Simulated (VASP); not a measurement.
A run of VASP 6.6.1 is set up as follows.

Contents of INCAR:

```
SYSTEM = BN
  ALGO = Normal
  EDIFF = 1E-6
  ENCUT = 520
  GGA = PE
  ISIF = 2
  ISMEAR = 0
  LASPH = .True.
  LCHARG = .True.
  LELF = .True.
  LREAL = .False.
  LVHAR = .True.
  LWAVE = .False.
  NBANDS = 16
  NELM = 100
  PREC = Accurate
  SIGMA = 0.05
```

KPOINTS

```
k-points
0
Gamma
  12 12 6
  0 0 0
```

The input POSCAR:

```
BN
1.0
    2.4779426933      0.0000000000      0.0000000000
   -1.2389713467      2.1459613215      0.0000000000
    0.0000000000      0.0000000000      4.2245145363
B N
2 2
Direct
    0.6666666667      0.3333333333      0.9998058548
    0.3333333333      0.6666666667      0.4998058548
    0.6666666667      0.3333333333      0.6251941452
    0.3333333333      0.6666666667      0.1251941452
```

Potentials or basis: VASP PAW PBE potentials, release 64 (B, N).

Run with:

```sh
$ cat potpaw_PBE.64/B/POTCAR potpaw_PBE.64/N/POTCAR > POTCAR
$ mpirun -np 1 vasp_std > vasp.out
```

(1) What does it give for the band gap on the k mesh?

(2) Predict the largest force.

(3) What does it give for the pressure?

Results:

(1) 4.99 eV, indirect (least direct gap 7.87 eV).

(2) 0.129 eV/Å.

(3) 26.1 GPa.

Caveat: the cell differs from its parent crystal (strain -0.0300 x Voigt [1, 1, 0, 0, 0, 0]).
